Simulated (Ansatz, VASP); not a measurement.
## One calculation of AlNi3, two programs

```
CELL_PARAMETERS angstrom
0.13599 2.83782 2.83782
2.83782 0.13599 2.83782
2.83782 2.83782 0.13599
ATOMIC_POSITIONS crystal
Al 0.50000 0.50000 0.50000
Ni 0.25000 0.25000 0.25000
Ni 0.00000 0.00000 0.00000
Ni 0.75000 0.75000 0.75000
```

Alike in both runs: task single point; functional PBEsol; k mesh 14 × 14 × 14; occupations gaussian, width 0.15 eV; no spin polarisation.

|  | VASP | Ansatz |
| --- | --- | --- |
| version | VASP 6.6.1 | Ansatz 0.2.0 |
| potentials or method | VASP PAW PBE potentials, release 64 (Al, Ni), cutoff 520 eV | scalar-relativistic, plane waves, PAW |
| valence electrons in the cell | 33 | 57 |

```csv
,VASP,Ansatz,Ansatz less VASP
gap on the k mesh at the Fermi level (eV),none,none,-
pressure (GPa),8.3,8.3,-0.02
"traceless stress, the component that is largest in VASP (GPa)",-7.13,-7.19,-0.056
rms of the force components (eV/Å),0.033,0.036,+0.0033
```

VASP's potentials were made for PBE, not for PBEsol, and Ansatz warns of the same on its side. Atom by atom the forces differ by 0.003 eV/Å (rms over components). A gap of «none» marks a metal or a gap that the smearing closes. VASP's potentials hold 33 valence electrons a cell and Ansatz's 57, so a difference there can come from the potentials and not from the codes.
